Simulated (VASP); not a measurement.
# BaTiO3 (Pm) in VASP: single point with r2SCAN

Aim: the single point of BaTiO3 with r2SCAN.

Everything below comes from runs of VASP 6.6.1. Logs are shortened: lines on timing, memory, paths and dates and some standing lists are left out, and cuts for length are marked.

### 1 The cell of the first run

The structure is monoclinic, space group Pm (No. 6). Conventional cell: a = 3.994 Å, b = 3.994 Å, c = 11.989 Å, α = 90.00°, β = 91.91°, γ = 90.00°. Ba (site symmetry m) has 12 O at 2.56 to 3.12 Å and 6 Ti at 3.24 to 3.46 Å within 3.5 Å. Within 3.7 Å of Ba (site symmetry m) lie 12 O at 2.82 Å and 8 Ti at 3.46 Å. Ba (site symmetry m) has 12 O at 2.82 Å and 8 Ti at 3.46 Å within 3.7 Å. Ti (site symmetry m) has 6 O at 2.00 to 2.04 Å within 2.6 Å. Ti (site symmetry m) has 6 O at 2.00 Å within 2.6 Å. Within 2.6 Å of Ti (site symmetry m) lie 6 O at 2.00 Å. Within 2.6 Å of O (site symmetry m) lie 2 Ti at 2.00 Å. O (site symmetry m) has 2 Ti at 2.00 Å within 2.6 Å.

### 2 Single point, r2SCAN (the part above a cut slid along it)

POSCAR

```
BaTiO3
1.0
   -3.9939696152      0.0000000000      0.0000000000
    0.0000000000     -3.9939696152      0.0000000000
   -0.3993969615      0.0000000000     11.9823115418
Ba Ti O
3 3 9
Direct
   -0.0916650000      1.0000000000      0.9166500000
   -0.0249983333      1.0000000000      0.2499833333
   -0.0583316667      1.0000000000      0.5833166667
    0.4916683333      0.5000000000      0.0833166667
    0.4583350000      0.5000000000      0.4166500000
    0.4250016667      0.5000000000      0.7499833333
    0.4750016667      0.5000000000      0.2499833333
    0.4416683333      0.5000000000      0.5833166667
    0.4083350000      0.5000000000      0.9166500000
    0.4916683333      0.0000000000      0.0833166667
    0.4583350000      0.0000000000      0.4166500000
    0.4250016667      0.0000000000      0.7499833333
    0.9916683333      0.5000000000      0.0833166667
    0.9583350000      0.5000000000      0.4166500000
    0.9250016667      0.5000000000      0.7499833333
```

INCAR.step1

```
SYSTEM = BaTiO3
PREC = Accurate
ENCUT = 520
ISMEAR = 0
SIGMA = 0.05
LREAL = Auto
LASPH = .True.
NELM = 60
NBANDS = 73
GGA = PE
ALGO = Normal
EDIFF = 1E-4
LWAVE = .True.
LCHARG = .False.
```

INCAR.step2

```
SYSTEM = BaTiO3
PREC = Accurate
ENCUT = 520
EDIFF = 1E-7
ISMEAR = 0
SIGMA = 0.05
LREAL = Auto
LASPH = .True.
NELM = 60
ALGO = Normal
ISIF = 2
LWAVE = .False.
LCHARG = .True.
METAGGA = R2SCAN
LMIXTAU = .True.
LELF = .True.
LVHAR = .True.
NBANDS = 73
ISTART = 1
```

KPOINTS

```
regular mesh
0
Gamma
  7 7 3
  0 0 0
```

Potentials or basis: VASP PAW PBE potentials, release 64 (Ba_sv, Ti_sv, O).

Run with:

```bash
$ cat potpaw_PBE.64/Ba_sv/POTCAR potpaw_PBE.64/Ti_sv/POTCAR potpaw_PBE.64/O/POTCAR > POTCAR
$ cp INCAR.step1 INCAR
$ mpirun -np 1 vasp_std > vasp.out
$ cp INCAR.step2 INCAR
$ mpirun -np 1 vasp_std > vasp.out
```

OUTCAR:

```text
SYSTEM = BaTiO3
   PREC = Accurate
   ENCUT = 520
   EDIFF = 1E-7
   ISMEAR = 0
   LREAL = Auto
   LASPH = .True.
   NELM = 60
   ISIF = 2
   METAGGA = R2SCAN
   ISTART = 1

 ion  position               nearest neighbor table
   1  0.908  0.000  0.917-  10 2.56   9 2.82   9 2.82   9 2.82   9 2.82  12 2.82  15 2.82  15 2.82
                            12 2.82  13 2.85  13 2.85  10 3.12   4 3.24   4 3.24   6 3.46   6 3.46
   2  0.975  0.000  0.250-   7 2.82   7 2.82   7 2.82   7 2.82  10 2.82  13 2.82  13 2.82  10 2.82
                            11 2.82  14 2.82  14 2.82  11 2.82   4 3.46   4 3.46   4 3.46   4 3.46
   3  0.942  0.000  0.583-   8 2.82   8 2.82   8 2.82   8 2.82  12 2.82  15 2.82  15 2.82  12 2.82
                            11 2.82  14 2.82  14 2.82  11 2.82   6 3.46   6 3.46   6 3.46   6 3.46
   4  0.492  0.500  0.083-  10 2.00  13 2.00  10 2.00  13 2.00   7 2.00   9 2.04   1 3.24   1 3.24
                             2 3.46   2 3.46   2 3.46   2 3.46   1 3.70   1 3.70
   5  0.458  0.500  0.417-  11 2.00  14 2.00  11 2.00  14 2.00   7 2.00   8 2.00   2 3.46   2 3.46
                             3 3.46   3 3.46   2 3.46   2 3.46   3 3.46   3 3.46
   6  0.425  0.500  0.750-  12 2.00  15 2.00  12 2.00  15 2.00   8 2.00   9 2.00   3 3.46   3 3.46
                             3 3.46   3 3.46   1 3.46   1 3.46   1 3.46   1 3.46
   7  0.475  0.500  0.250-   4 2.00   5 2.00   2 2.82   2 2.82   2 2.82   2 2.82
   8  0.442  0.500  0.583-   6 2.00   5 2.00   3 2.82   3 2.82   3 2.82   3 2.82
   9  0.408  0.500  0.917-   6 2.00   4 2.04   1 2.82   1 2.82   1 2.82   1 2.82
  10  0.492  0.000  0.083-   4 2.00   4 2.00   1 2.56   2 2.82   2 2.82   1 3.12
  11  0.458  0.000  0.417-   5 2.00   5 2.00   2 2.82   3 2.82   2 2.82   3 2.82
  12  0.425  0.000  0.750-   6 2.00   6 2.00   3 2.82   3 2.82   1 2.82   1 2.82
  13  0.992  0.500  0.083-   4 2.00   4 2.00   2 2.82   2 2.82   1 2.85   1 2.85
  14  0.958  0.500  0.417-   5 2.00   5 2.00   2 2.82   2 2.82   3 2.82   3 2.82
  15  0.925  0.500  0.750-   6 2.00   6 2.00   3 2.82   3 2.82   1 2.82   1 2.82

  LATTYP: Found a simple monoclinic cell.
 ALAT       =     3.9939696152
 B/A-ratio  =     1.0000000000
 C/A-ratio  =     3.0017669740
 COS(beta)  =    -0.0333137118

  Lattice vectors:

 A1 = (  -3.9939696152,   0.0000000000,   0.0000000000)
 A2 = (   0.0000000000,   3.9939696152,   0.0000000000)
 A3 = (   0.3993969615,   0.0000000000, -11.9823115418)

Analysis of symmetry for initial positions (statically):
=====================================================================
 Subroutine PRICEL returns:
 Original cell was already a primitive cell.

 Routine SETGRP: Setting up the symmetry group for a
 simple monoclinic supercell.

 Subroutine GETGRP returns: Found  2 space group operations
 (whereof  2 operations were pure point group operations)
 out of a pool of  4 trial point group operations.

The static configuration has the point symmetry C_1h.

Analysis of symmetry for dynamics (positions and initial velocities):
=====================================================================
 Subroutine PRICEL returns:
 Original cell was already a primitive cell.

 Routine SETGRP: Setting up the symmetry group for a
 simple monoclinic supercell.

 Subroutine GETGRP returns: Found  2 space group operations
 (whereof  2 operations were pure point group operations)
 out of a pool of  4 trial point group operations.

The dynamic configuration has the point symmetry C_1h.

 Subroutine INISYM returns: Found  2 space group operations
 (whereof  2 operations are pure point group operations),
 and found     1 'primitive' translations

----------------------------------------------------------------------------------------

                                     Primitive cell

  volume of cell :     191.1394

  direct lattice vectors                    reciprocal lattice vectors
    -3.993969615  0.000000000  0.000000000    -0.250377468  0.000000000 -0.008345635
     0.000000000 -3.993969615  0.000000000     0.000000000 -0.250377468  0.000000000
    -0.399396961  0.000000000 11.982311542     0.000000000  0.000000000  0.083456351

  length of vectors
     3.993969615  3.993969615 11.988966086     0.250516519  0.250377468  0.083456351

  position of ions in fractional coordinates (direct lattice)
     0.908335000  0.000000000  0.916650000
     0.975001667  0.000000000  0.249983333
     0.941668333  0.000000000  0.583316667
     0.491668333  0.500000000  0.083316667
     0.458335000  0.500000000  0.416650000
     0.425001667  0.500000000  0.749983333
     0.475001667  0.500000000  0.249983333
     0.441668333  0.500000000  0.583316667
     0.408335000  0.500000000  0.916650000
     0.491668333  0.000000000  0.083316667
     0.458335000  0.000000000  0.416650000
     0.425001667  0.000000000  0.749983333
     0.991668333  0.500000000  0.083316667
     0.958335000  0.500000000  0.416650000
     0.925001667  0.500000000  0.749983333

  ion indices of the primitive-cell ions
   primitive index   ion index
                 1           1
                 2           2
                 3           3
                 4           4
                 5           5
                 6           6
                 7           7
                 8           8
                 9           9
                10          10
                11          11
                12          12
                13          13
                14          14
                15          15

----------------------------------------------------------------------------------------

 KPOINTS: regular mesh

Automatic generation of k-mesh.
 Grid dimensions read from file:
 generate k-points for:    7    7    3

 Generating k-lattice:

  Cartesian coordinates                     Fractional coordinates (reciprocal lattice)
    -0.035768210  0.000000000 -0.001192234     0.142857143  0.000000000 -0.000000000
     0.000000000 -0.035768210  0.000000000     0.000000000  0.142857143  0.000000000
     0.000000000  0.000000000  0.027818784     0.000000000  0.000000000  0.333333333

  Length of vectors
     0.035788074  0.035768210  0.027818784

  Shift w.r.t. Gamma in fractional coordinates (k-lattice)
     0.000000000  0.000000000  0.000000000

 Subroutine IBZKPT returns following result:
 ===========================================

 Found     44 irreducible k-points:

 Following reciprocal coordinates:
            Coordinates               Weight
  0.000000  0.000000  0.000000      1.000000
  0.142857  0.000000  0.000000      2.000000
  0.285714  0.000000  0.000000      2.000000
  0.428571  0.000000  0.000000      2.000000
  0.000000  0.142857  0.000000      2.000000
  0.142857  0.142857  0.000000      4.000000
[... 16 lines left out ...]
 -0.142857  0.000000  0.333333      2.000000
  0.000000  0.142857  0.333333      4.000000
 [... further k-points ...]
   k-points           NKPTS =     44   k-points in BZ     NKDIM =     44   number of bands    NBANDS=     73
   number of dos      NEDOS =    301   number of ions     NIONS =     15
   total plane-waves  NPLWV =  81000
   dimension x,y,z NGX =    30 NGY =   30 NGZ =   90
   dimension x,y,z NGXF=    60 NGYF=   60 NGZF=  180
   ions per type =               3   3   9
   NGX,Y,Z   is equivalent  to a cutoff of  12.49, 12.49, 12.48 a.u.
   NGXF,Y,Z  is equivalent  to a cutoff of  24.97, 24.97, 24.96 a.u.
 SYSTEM =  BaTiO3
   PREC   = accura    normal or accurate (medium, high low for compatibility)
   ISTART =      1    job   : 0-new  1-cont  2-samecut
   ICHARG =      0    charge: 1-file 2-atom 10-const
   ISPIN  =      1    spin polarized calculation?
   LNONCOLLINEAR =      F non collinear calculations
   LSORBIT =      F    spin-orbit coupling
   LASPH  =      T    aspherical Exc in radial PAW
   ENCUT  =  520.0 eV  38.22 Ry    6.18 a.u.   7.43  7.43 22.29*2*pi/ulx,y,z
   NELM   =     60;   NELMIN=  2; NELMDL=  0     # of ELM steps
   EDIFF  = 0.1E-06   stopping-criterion for ELM
   LREAL  =      T    real-space projection
   EDIFFG = 0.1E-05   stopping-criterion for IOM
   NSW    =      0    number of steps for IOM
   IBRION =     -1    ionic relax: 0-MD 1-quasi-New 2-CG
   NFREE  =      0    steps in history (QN), initial steepest desc. (CG)
   ISIF   =      2    stress and relaxation
   ISYM   =      2    0-nonsym 1-usesym 2-fastsym
   POTIM  = 0.5000    time-step for ionic-motion
   TEBEG  =    0.0;   TEEND  =   0.0 temperature during run
   PSTRESS=    0.0 pullay stress
   NELECT =     120.0000    total number of electrons
   NUPDOWN=      -1.0000    fix difference up-down
   EMIN   =  10.00;   EMAX   =-10.00  energy-range for DOS
   EFERMI =   0.00;   METHOD = LEGACY
   ISMEAR =     0;   SIGMA  =   0.05  broadening in eV -4-tet -1-fermi 0-gaus
   EFERMI_NEDOS =   21; number of points for ismear=-14 and -15
   IALGO  =     38    algorithm
   IMIX   =      4    mixing-type and parameters
     AMIX     =   0.40;   BMIX     =  1.00
     AMIX_MAG =   1.60;   BMIX_MAG =  1.00
  volume/ion in A,a.u.               =      12.74        85.99
  Fermi-wavevector in a.u.,A,eV,Ry     =   1.401797  2.649013 26.735932  1.965036
  Thomas-Fermi vector in A             =   2.524623
   LORBIT       =      0    0 simple, 1 ext, 2 COOP (PROOUT), +10 PAW based schemes
   METAGGA = R2SCAN    functional components
   LHFCALC =     F    Hartree Fock is set to
   AEXX    =    0.0000 exact exchange contribution
   IVDW    =     0    specifies the selected vdW correction
   LEPSILON=     F    determine dielectric tensor
   LRPA    =     F    only Hartree local field effects (RPA)
 non-spin polarized calculation
 Gauss-broadening in eV      SIGMA  =   0.05
  energy-cutoff  :      520.00
  volume of cell :      191.14
 maximum number of plane-waves:      5197
 NGX is ok and might be reduce to    30
   NGX = 15   NGY = 15   NGZ = 45

 number of electron     119.9999971 magnetization

 Free energy of the ion-electron system (eV)
  ---------------------------------------------------
  ext. energy  EPLUGINS =         0.00000000
  ---------------------------------------------------
  free energy    TOTEN  =      -222.20268883 eV

  energy without entropy =     -222.20268883  energy(sigma->0) =     -222.20268883

 E-fermi :   4.0061     XC(G=0): -11.9541

 val. band max:        3.5821853743   @ k =   0.4286   0.4286   0.3333
 cond. band min:       5.6098484388   @ k =   0.0000   0.0000   0.0000
 fundamental gap:      2.0276630645
 Fermi energy:         4.0060697716

 k-point     1 :       0.0000    0.0000    0.0000
  band No.  band energies     occupation
      1     -55.3637      2.00000
      2     -55.2856      2.00000
      3     -55.2007      2.00000
      4     -30.5782      2.00000
      5     -30.5365      2.00000
      6     -30.4917      2.00000
[... 64 lines left out ...]
     71       7.7876      0.00000
     72       7.7926      0.00000
[... 1723 lines left out ...]
     71       8.1165      0.00000
     72       8.2042      0.00000

 [... further k-points ...]

 [bands above 72 left out]

------------------------ aborting loop because EDIFF is reached ----------------------------------------

  FORCE on cell =-STRESS in cart. coord.  units (eV):
  Direction    XX          YY          ZZ          XY          YZ          ZX
  --------------------------------------------------------------------------------------
  -------------------------------------------------------------------------------------
  Total        2.2819350      2.6075353      3.6833415      0.0000000      0.0000000      5.4893171
  in kB       19.1277428     21.8570050     30.8746784      0.0000000      0.0000000     46.0128130
  external PRESSURE =      23.9531421 kB  Pullay stress =       0.0000000 kB

 VOLUME and BASIS-vectors are now :
 -----------------------------------------------------------------------------
  energy-cutoff  :      520.00
  volume of cell :      191.14
      direct lattice vectors                 reciprocal lattice vectors
    -3.993969615  0.000000000  0.000000000    -0.250377468  0.000000000 -0.008345635
     0.000000000 -3.993969615  0.000000000     0.000000000 -0.250377468  0.000000000
    -0.399396961  0.000000000 11.982311542     0.000000000  0.000000000  0.083456351

 POSITION                                       TOTAL-FORCE (eV/Angst)
 -----------------------------------------------------------------------------------
     -3.99397      0.00000     10.98359        -1.252228      0.000000     -0.772681
     -3.99397      0.00000      2.99538        -0.019723      0.000000      0.007155
     -3.99397      0.00000      6.98948        -0.002089      0.000000      0.048930
     -1.99698     -1.99698      0.99833         0.881335      0.000000      0.292822
     -1.99698     -1.99698      4.99243         0.001895      0.000000      0.155061
     -1.99698     -1.99698      8.98653         0.005315      0.000000      0.171663
     -1.99698     -1.99698      2.99538         0.120530      0.000000     -0.180132
     -1.99698     -1.99698      6.98948        -0.012953      0.000000     -0.123860
     -1.99698     -1.99698     10.98359        -1.130598      0.000000     -0.052585
     -1.99698      0.00000      0.99833         0.287065      0.000000      0.366328
     -1.99698      0.00000      4.99243        -0.000571      0.000000     -0.044134
     -1.99698      0.00000      8.98653        -0.066893      0.000000     -0.047520
     -3.99397     -1.99698      0.99833         1.207771      0.000000      0.243508
     -3.99397     -1.99698      4.99243         0.011112      0.000000     -0.037024
     -3.99397     -1.99698      8.98653        -0.029969      0.000000     -0.027532
 -----------------------------------------------------------------------------------
    total drift:                                0.027959      0.000000      0.008826

  FREE ENERGIE OF THE ION-ELECTRON SYSTEM (eV)
  ---------------------------------------------------
  free  energy   TOTEN  =      -222.2026888253 eV

  energy  without entropy=     -222.2026888253  energy(sigma->0) =     -222.20268883
```

Run time: 23 min. Hardware: 1 thread of Intel Xeon 6975P-C (Granite Rapids), shared host; peak memory 0.54 GiB.

Results:

```
Free energy            : -222.2027 eV
Pressure               : 2.4 GPa
Largest force          : 1.471 eV/Å
Band gap on the k mesh : 2.03 eV (least direct gap 2.04 eV)
```

Forces in eV/Å, atoms in the order of the input:
```
Ba  -1.252  0.000 -0.773
Ba  -0.020  0.000  0.007
Ba  -0.002  0.000  0.049
Ti   0.881  0.000  0.293
Ti   0.002  0.000  0.155
Ti   0.005  0.000  0.172
O    0.121  0.000 -0.180
O   -0.013  0.000 -0.124
O   -1.131  0.000 -0.053
O    0.287  0.000  0.366
O   -0.001  0.000 -0.044
O   -0.067  0.000 -0.048
O    1.208  0.000  0.244
O    0.011  0.000 -0.037
O   -0.030  0.000 -0.028
```

Caveat: the cell differs from its parent crystal (the part above a cut slid along it); the PAW data sets were made with another functional, which shifts forces and pressure a little; spin-orbit coupling is left out, which moves the levels of the heavy elements.
